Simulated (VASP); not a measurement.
# Ca (Fm-3m) in VASP: further runs

Ca is run at these levels: PBEsol; tasks: single point, relaxation of volume and atoms at fixed shape.

Everything below comes from runs of VASP 6.6.1. Logs are shortened: lines on timing, memory, paths and dates and some standing lists are left out, and cuts for length are marked.

### 1 The cell of the first run

Symmetry: Fm-3m, No. 225, cubic system. The conventional cell has a = 5.457 Å, b = 5.457 Å, c = 5.457 Å, α = 90.00°, β = 90.00°, γ = 90.00°. Within 5.1 Å of Ca (site symmetry m-3m) lie 12 Ca at 3.86 Å.

### 2 Single point, PBEsol

Contents of INCAR:

```
SYSTEM = Ca
ALGO = Normal
EDIFF = 1E-6
ENCUT = 500
GGA = PS
GGA_COMPAT = .FALSE.
ISIF = 2
ISMEAR = -1
LASPH = .TRUE.
LCHARG = .TRUE.
LELF = .TRUE.
LREAL = .FALSE.
LVHAR = .TRUE.
LWAVE = .FALSE.
NBANDS = 11
NELM = 120
PREC = Accurate
SIGMA = 0.1
```

Contents of KPOINTS:

```
k-points
0
G
  7 7 7
  0 0 0
```

Contents of POSCAR:

```
Ca
1.0
    0.0000000000      2.7286063866      2.7286063866
    2.7286063866      0.0000000000      2.7286063866
    2.7286063866      2.7286063866      0.0000000000
Ca
1
Direct
    0.0000000000      0.0000000000      0.0000000000
```

Potentials or basis: VASP PAW PBE potentials, release 64 (Ca_sv).

Run with:

```bash
cat potpaw_PBE.64/Ca_sv/POTCAR > POTCAR
mpirun -np 1 vasp_std > vasp.out
```

OUTCAR:

```text
SYSTEM = Ca
   EDIFF = 1E-6
   ENCUT = 500
   GGA = PS
   ISIF = 2
   ISMEAR = -1
   LASPH = .TRUE.
   LREAL = .FALSE.
   NELM = 120
   PREC = Accurate

 ion  position               nearest neighbor table
   1  0.000  0.000  0.000-

  LATTYP: Found a face centered cubic cell.
 ALAT       =     5.4572127732

  Lattice vectors:

 A1 = (   0.0000000000,   2.7286063866,   2.7286063866)
 A2 = (   2.7286063866,   0.0000000000,   2.7286063866)
 A3 = (   2.7286063866,   2.7286063866,   0.0000000000)

Analysis of symmetry for initial positions (statically):
=====================================================================
 Subroutine PRICEL returns:
 Original cell was already a primitive cell.

 Routine SETGRP: Setting up the symmetry group for a
 face centered cubic supercell.

 Subroutine GETGRP returns: Found 48 space group operations
 (whereof 48 operations were pure point group operations)
 out of a pool of 48 trial point group operations.

The static configuration has the point symmetry O_h .

Analysis of symmetry for dynamics (positions and initial velocities):
=====================================================================
 Subroutine PRICEL returns:
 Original cell was already a primitive cell.

 Routine SETGRP: Setting up the symmetry group for a
 face centered cubic supercell.

 Subroutine GETGRP returns: Found 48 space group operations
 (whereof 48 operations were pure point group operations)
 out of a pool of 48 trial point group operations.

The dynamic configuration has the point symmetry O_h .

 Subroutine INISYM returns: Found 48 space group operations
 (whereof 48 operations are pure point group operations),
 and found     1 'primitive' translations

----------------------------------------------------------------------------------------

                                     Primitive cell

  volume of cell :      40.6305

  direct lattice vectors                    reciprocal lattice vectors
     0.000000000  2.728606387  2.728606387    -0.183243726  0.183243726  0.183243726
     2.728606387  0.000000000  2.728606387     0.183243726 -0.183243726  0.183243726
     2.728606387  2.728606387  0.000000000     0.183243726  0.183243726 -0.183243726

  length of vectors
     3.858832158  3.858832158  3.858832158     0.317387443  0.317387443  0.317387443

  position of ions in fractional coordinates (direct lattice)
     0.000000000  0.000000000  0.000000000

  ion indices of the primitive-cell ions
   primitive index   ion index
                 1           1

----------------------------------------------------------------------------------------

 KPOINTS: k-points

Automatic generation of k-mesh.
 Grid dimensions read from file:
 generate k-points for:    7    7    7

 Generating k-lattice:

  Cartesian coordinates                     Fractional coordinates (reciprocal lattice)
    -0.026177675  0.026177675  0.026177675     0.142857143  0.000000000  0.000000000
     0.026177675 -0.026177675  0.026177675     0.000000000  0.142857143  0.000000000
     0.026177675  0.026177675 -0.026177675     0.000000000  0.000000000  0.142857143

  Length of vectors
     0.045341063  0.045341063  0.045341063

  Shift w.r.t. Gamma in fractional coordinates (k-lattice)
     0.000000000  0.000000000  0.000000000

 Subroutine IBZKPT returns following result:
 ===========================================

 Found     20 irreducible k-points:

 Following reciprocal coordinates:
            Coordinates               Weight
  0.000000  0.000000  0.000000      1.000000
  0.142857  0.000000  0.000000      8.000000
  0.285714  0.000000  0.000000      8.000000
  0.428571  0.000000  0.000000      8.000000
  0.142857  0.142857  0.000000      6.000000
  0.285714  0.142857  0.000000     24.000000
[... 12 lines left out ...]
 -0.428571  0.428571  0.142857     24.000000
 -0.285714  0.428571  0.142857     24.000000
   k-points           NKPTS =     20   k-points in BZ     NKDIM =     20   number of bands    NBANDS=     11
   number of dos      NEDOS =    301   number of ions     NIONS =      1
   total plane-waves  NPLWV =  21952
   dimension x,y,z NGX =    28 NGY =   28 NGZ =   28
   dimension x,y,z NGXF=    56 NGYF=   56 NGZF=   56
   ions per type =               1
   NGX,Y,Z   is equivalent  to a cutoff of  12.06, 12.06, 12.06 a.u.
   NGXF,Y,Z  is equivalent  to a cutoff of  24.13, 24.13, 24.13 a.u.
 SYSTEM =  Ca
   PREC   = accura    normal or accurate (medium, high low for compatibility)
   ISTART =      0    job   : 0-new  1-cont  2-samecut
   ICHARG =      2    charge: 1-file 2-atom 10-const
   ISPIN  =      1    spin polarized calculation?
   LNONCOLLINEAR =      F non collinear calculations
   LSORBIT =      F    spin-orbit coupling
   LASPH  =      T    aspherical Exc in radial PAW
   ENCUT  =  500.0 eV  36.75 Ry    6.06 a.u.   7.04  7.04  7.04*2*pi/ulx,y,z
   NELM   =    120;   NELMIN=  2; NELMDL= -5     # of ELM steps
   EDIFF  = 0.1E-05   stopping-criterion for ELM
   LREAL  =      F    real-space projection
   EDIFFG = 0.1E-04   stopping-criterion for IOM
   NSW    =      0    number of steps for IOM
   IBRION =     -1    ionic relax: 0-MD 1-quasi-New 2-CG
   NFREE  =      0    steps in history (QN), initial steepest desc. (CG)
   ISIF   =      2    stress and relaxation
   ISYM   =      2    0-nonsym 1-usesym 2-fastsym
   POTIM  = 0.5000    time-step for ionic-motion
   TEBEG  =    0.0;   TEEND  =   0.0 temperature during run
   PSTRESS=    0.0 pullay stress
   NELECT =      10.0000    total number of electrons
   NUPDOWN=      -1.0000    fix difference up-down
   EMIN   =  10.00;   EMAX   =-10.00  energy-range for DOS
   EFERMI =   0.00;   METHOD = LEGACY
   ISMEAR =    -1;   SIGMA  =   0.10  broadening in eV -4-tet -1-fermi 0-gaus
   EFERMI_NEDOS =   21; number of points for ismear=-14 and -15
   IALGO  =     38    algorithm
   IMIX   =      4    mixing-type and parameters
     AMIX     =   0.40;   BMIX     =  1.00
     AMIX_MAG =   1.60;   BMIX_MAG =  1.00
  volume/ion in A,a.u.               =      40.63       274.19
  Fermi-wavevector in a.u.,A,eV,Ry     =   1.025945  1.938754 14.320982  1.052562
  Thomas-Fermi vector in A             =   2.159812
   LORBIT       =      0    0 simple, 1 ext, 2 COOP (PROOUT), +10 PAW based schemes
   GGA     = PS    functional components
   LHFCALC =     F    Hartree Fock is set to
   AEXX    =    0.0000 exact exchange contribution
   IVDW    =     0    specifies the selected vdW correction
   LEPSILON=     F    determine dielectric tensor
   LRPA    =     F    only Hartree local field effects (RPA)
 non-spin polarized calculation
  energy-cutoff  :      500.00
  volume of cell :       40.63
 maximum number of plane-waves:      1041
   NGX = 13   NGY = 13   NGZ = 13

 number of electron      10.0000000 magnetization

 number of electron       9.9999997 magnetization

 Free energy of the ion-electron system (eV)
  ---------------------------------------------------
  ext. energy  EPLUGINS =         0.00000000
  ---------------------------------------------------
  free energy    TOTEN  =        -2.15866963 eV

  energy without entropy =       -2.11976952  energy(sigma->0) =       -2.13921958

 E-fermi :   2.0494     XC(G=0):  -7.9313

 val. band max:        2.0094173867   @ k =  -0.4286   0.1429   0.0000
 cond. band min:       2.1255623102   @ k =  -0.2857   0.4286   0.1429
 fundamental gap:      0.1161449235
 Fermi energy:         2.0494273098

 k-point     1 :       0.0000    0.0000    0.0000
  band No.  band energies     occupation
      1     -39.7110      2.00000
      2     -20.6976      2.00000
      3     -20.6976      2.00000
      4     -20.6976      2.00000
      5      -2.0611      2.00000
      6       4.4176      0.00000
      7       4.4176      0.00000
      8       4.4176      0.00000
      9       5.5465      0.00000
     10       5.5465      0.00000
     11      11.3333      0.00000

 k-point     2 :       0.1429    0.0000    0.0000
  band No.  band energies     occupation
      1     -39.7078      2.00000
      2     -20.7287      2.00000
      3     -20.7019      2.00000
      4     -20.7019      2.00000
      5      -1.7042      2.00000
      6       4.0518      0.00000
      7       4.5336      0.00000
      8       4.5336      0.00000
      9       5.4581      0.00000
     10       5.4581      0.00000
     11      11.3610      0.00000

 k-point     3 :       0.2857    0.0000    0.0000
  band No.  band energies     occupation
      1     -39.7008      2.00000
      2     -20.7975      2.00000
      3     -20.7113      2.00000
      4     -20.7113      2.00000
      5      -0.7137      2.00000
      6       3.2477      0.00001
      7       4.5194      0.00000
      8       4.5194      0.00000
      9       5.6657      0.00000
     10       5.6657      0.00000
     11       9.1695      0.00000

 k-point     4 :       0.4286    0.0000    0.0000
  band No.  band energies     occupation
      1     -39.6951      2.00000
      2     -20.8518      2.00000
      3     -20.7189      2.00000
      4     -20.7189      2.00000
      5       0.6133      2.00000
      6       2.2592      0.21856
      7       4.3299      0.00000
      8       4.3299      0.00000
      9       6.1753      0.00000
     10       6.1753      0.00000
     11       7.6770      0.00000
[... 183 lines left out ...]
 k-point    18 :      -0.4286    0.2857    0.1429
  band No.  band energies     occupation
      1     -39.6915      2.00000
      2     -20.8283      2.00000
      3     -20.7688      2.00000
      4     -20.7354      2.00000
      5       1.3381      1.99837
      6       2.4684      0.02984
      7       3.3957      0.00000
      8       4.8645      0.00000
      9       5.9606      0.00000
     10       6.6649      0.00000
     11       7.5467      0.00000

 k-point    19 :      -0.4286    0.4286    0.1429
  band No.  band energies     occupation
      1     -39.6897      2.00000
      2     -20.8302      2.00000
      3     -20.7712      2.00000
      4     -20.7527      2.00000
      5       1.5768      1.98244
      6       2.6827      0.00355
      7       3.0462      0.00009
      8       5.3361      0.00000
      9       6.2066      0.00000
     10       6.7129      0.00000
     11       7.8457      0.00000

 k-point    20 :      -0.2857    0.4286    0.1429
  band No.  band energies     occupation
      1     -39.6892      2.00000
      2     -20.8100      2.00000
      3     -20.8002      2.00000
      4     -20.7501      2.00000
      5       2.1256      0.63671
      6       2.5971      0.00833
      7       2.8140      0.00096
      8       4.8981      0.00000
      9       6.2540      0.00000
     10       6.8684      0.00000
     11       7.5319      0.00000

------------------------ aborting loop because EDIFF is reached ----------------------------------------

  FORCE on cell =-STRESS in cart. coord.  units (eV):
  Direction    XX          YY          ZZ          XY          YZ          ZX
  --------------------------------------------------------------------------------------
  -------------------------------------------------------------------------------------
  Total       -0.0014227     -0.0014227     -0.0014227      0.0000000     -0.0000000     -0.0000000
  in kB       -0.0561012     -0.0561012     -0.0561012      0.0000000     -0.0000000     -0.0000000
  external PRESSURE =      -0.0561012 kB  Pullay stress =       0.0000000 kB

 VOLUME and BASIS-vectors are now :
 -----------------------------------------------------------------------------
  energy-cutoff  :      500.00
  volume of cell :       40.63
      direct lattice vectors                 reciprocal lattice vectors
     0.000000000  2.728606387  2.728606387    -0.183243726  0.183243726  0.183243726
     2.728606387  0.000000000  2.728606387     0.183243726 -0.183243726  0.183243726
     2.728606387  2.728606387  0.000000000     0.183243726  0.183243726 -0.183243726

 POSITION                                       TOTAL-FORCE (eV/Angst)
 -----------------------------------------------------------------------------------
      0.00000      0.00000      0.00000        -0.000000      0.000000     -0.000000
 -----------------------------------------------------------------------------------
    total drift:                               -0.000000     -0.000000     -0.000000

  FREE ENERGIE OF THE ION-ELECTRON SYSTEM (eV)
  ---------------------------------------------------
  free  energy   TOTEN  =        -2.1586696322 eV

  energy  without entropy=       -2.1197695236  energy(sigma->0) =       -2.13921958
```

It used 13 s of CPU time on 1 thread of Intel Xeon 8259CL, on a shared host.

Results:

```
Free energy            : -2.1587 eV
Pressure               : 0.0 GPa
Band gap on the k mesh : zero (bands 5 and 6 overlap by 0.12 eV)
```

Caveat: the PAW data sets were made with another functional, which shifts forces and pressure a little.

(Continued in part 2 of 2.)

The gap in the log of VASP goes by the Fermi energy; the results here count the filled bands.